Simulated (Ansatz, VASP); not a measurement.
**Two plane-wave programs on Pt**

File INCAR:

```
ALGO = Fast ; EDIFF = 1E-6
ENCUT = 520 ; GGA = PS
ISIF = 2 ; ISMEAR = 0
LASPH = T ; LCHARG = F
LREAL = F ; LWAVE = F
NBANDS = 11 ; NELM = 80
PREC = Accurate ; SIGMA = 0.15
```

KPOINTS

```
k-points
0
Gamma
  24 24 24
```

File POSCAR:

```
Pt
1.0
   -1.6288692172      1.6288692172      1.4985596798
    1.6288692172     -1.6288692172      1.4985596798
    1.6288692172      1.6288692172     -1.4985596798
Pt
1
Direct
    0.0000000000      0.0000000000      0.0000000000
```

Input for Ansatz:

```yaml
crystal:
  lattice:
    - [-1.6288692172, 1.6288692172, 1.4985596798]
    - [1.6288692172, -1.6288692172, 1.4985596798]
    - [1.6288692172, 1.6288692172, -1.4985596798]
  atoms:
    - { symbol: Pt, position: [0.0, 0.0, 0.0] }
basis:
  ecutwfc: 420
kpoints:
  mp_grid: { grid: [24, 24, 24] }
hamiltonian:
  xc: pbesol
scf:
  occupations: { method: gaussian, width: 0.15 }
output:
  forces: true
  stress: true
  eigenvalues: true
```

Alike in both runs: task single point; functional PBEsol; k mesh 24 × 24 × 24; occupations gaussian, width 0.15 eV; no spin polarisation.

|  | VASP | Ansatz |
| --- | --- | --- |
| version | VASP 6.6.1 | Ansatz 0.2.0 |
| potentials or method | VASP PAW PBE potentials, release 64 (Pt), cutoff 520 eV | scalar-relativistic, plane waves, PAW |
| valence electrons in the cell | 10 | 18 |

```tsv
	VASP	Ansatz	Ansatz less VASP
gap on the k mesh at the Fermi level (eV)	none	none	-
pressure (GPa)	-11.6	-11.3	+0.38
traceless stress, the component that is largest in VASP (GPa)	-5.45	-5.48	-0.030
```

VASP's potentials were made for PBE, not for PBEsol. A gap of «none» marks a metal or a gap that the smearing closes. The functional is the same, so the differences come from potentials, cutoffs and numerics. VASP's potentials hold 10 valence electrons a cell and Ansatz's 18, so a difference there can come from the potentials and not from the codes.

Spin-orbit coupling is off throughout.
